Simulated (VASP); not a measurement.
Input of a VASP 6.6.1 run:

Contents of INCAR:

```
ALGO = Normal ; EDIFF = 1E-7
ENCUT = 520 ; ISIF = 2
ISMEAR = 0 ; ISPIN = 2
LASPH = T ; LCHARG = F
LDAU = T ; LDAUJ = 0 0
LDAUL = 2 -1 ; LDAUPRINT = 1
LDAUTYPE = 2 ; LDAUU = 8 0
LMAXMIX = 4 ; LORBIT = 11
LREAL = F ; LWAVE = F
MAGMOM = -0.02 -0.02 0.06 0 0 0 ; NBANDS = 37
NELM = 150 ; PREC = Accurate
SIGMA = 0.05
```

The input KPOINTS:

```
k-points
0
Gamma
  4 4 6
```

File POSCAR:

```
TaN
1.0
    5.1960001500      0.0000000000      0.0000000000
   -2.5980000800      4.4998681300      0.0000000000
    0.0000000000      0.0000000000      2.9109996000
Ta N
3 3
Direct
    0.3333333333      0.6666666667      0.5000000000
    0.6666666667      0.3333333333      0.5000000000
    0.0000000000      0.0000000000      0.0000000000
    0.3928500000      0.0000000000      0.0000000000
    0.6071500000      0.6071500000      0.0000000000
    0.0000000000      0.3928500000      0.0000000000
```

Potentials or basis: VASP PAW LDA potentials, release 64 (Ta_pv, N).

Run with:

```sh
$ cat potpaw_LDA.64/Ta_pv/POTCAR potpaw_LDA.64/N/POTCAR > POTCAR
$ mpirun -np 1 vasp_std > vasp.out
```

(1) What does it give for the net moment?

(2) Estimate the pressure.

(3) What does it give for the band gap on the k mesh?

## Answers

(1) 0.00 μB per cell.

(2) 17.1 GPa.

(3) zero (filled and empty bands overlap).

Caveat: spin-orbit coupling is left out, which moves the levels of the heavy elements.
